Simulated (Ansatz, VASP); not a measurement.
# One calculation of PbS, two programs

INCAR

```
PREC = Accurate ; ENCUT = 520
EDIFF = 1E-7 ; ISMEAR = 0
SIGMA = 0.01 ; LREAL = False
LASPH = True ; NELM = 60
ALGO = Normal ; ISIF = 2
LWAVE = False ; LCHARG = False
GGA = PE ; NBANDS = 28
```

File KPOINTS:

```
Automatic mesh
0
Gamma
  6 6 4
```

File POSCAR:

```
PbS
1.0
    4.9970879532      0.0000000000      0.0000000000
   -2.4985439766      4.3276051124      0.0000000000
    0.0000000000      0.0000000000      5.9970707068
Pb S
2 2
Direct
    0.3333333333      0.6666666667      0.2500000000
    0.6666666667      0.3333333333      0.7500000000
    0.6666666667      0.3333333333      0.2500000000
    0.3333333333      0.6666666667      0.7500000000
```

Input for Ansatz:

```yaml
crystal:
  lattice:
    - [4.9970879532, 0.0, 0.0]
    - [-2.4985439766, 4.3276051124, 0.0]
    - [0.0, 0.0, 5.9970707068]
  atoms:
    - { symbol: Pb, position: [0.3333333333, 0.6666666667, 0.25] }
    - { symbol: Pb, position: [0.6666666667, 0.3333333333, 0.75] }
    - { symbol: S, position: [0.6666666667, 0.3333333333, 0.25] }
    - { symbol: S, position: [0.3333333333, 0.6666666667, 0.75] }
kpoints:
  mp_grid: { grid: [6, 6, 4] }
  band_path:
    path:
      - [0.0, 0.0, 0.0]
      - [0.5, 0.0, 0.0]
      - [0.3333333333, 0.3333333333, 0.0]
      - [0.0, 0.0, 0.5]
      - [0.5, 0.0, 0.5]
      - [0.3333333333, 0.3333333333, 0.5]
    npoints: 1
hamiltonian:
  xc: pbe
scf:
  occupations: { method: fixed }
  n_extra_bands: 5
output:
  forces: true
  stress: true
  eigenvalues: true
```

Alike in both runs: task single point; functional PBE; k mesh 6 × 6 × 4; no spin polarisation.

|  | VASP | Ansatz |
| --- | --- | --- |
| version | VASP 6.6.1 | Ansatz 0.2.0 |
| potentials or method | VASP PAW PBE potentials, release 64 (Pb_d, S) | plane waves, PAW |
| plane-wave cutoff (eV) | 520 | 420 |
| occupations | gaussian, width 0.01 eV | fixed |
| valence electrons in the cell | 40 | 40 |

Ansatz gave:

```
gap on the k mesh at the Fermi level (eV)                     : 1.42
pressure (GPa)                                                : 0.8
traceless stress, the component that is largest in VASP (GPa) : 0.10
```

What did VASP give for the same quantities?

gap on the k mesh at the Fermi level (eV): 1.42; pressure (GPa): 0.7; traceless stress, the component that is largest in VASP (GPa): 0.10.

Neither program's run includes spin-orbit coupling.
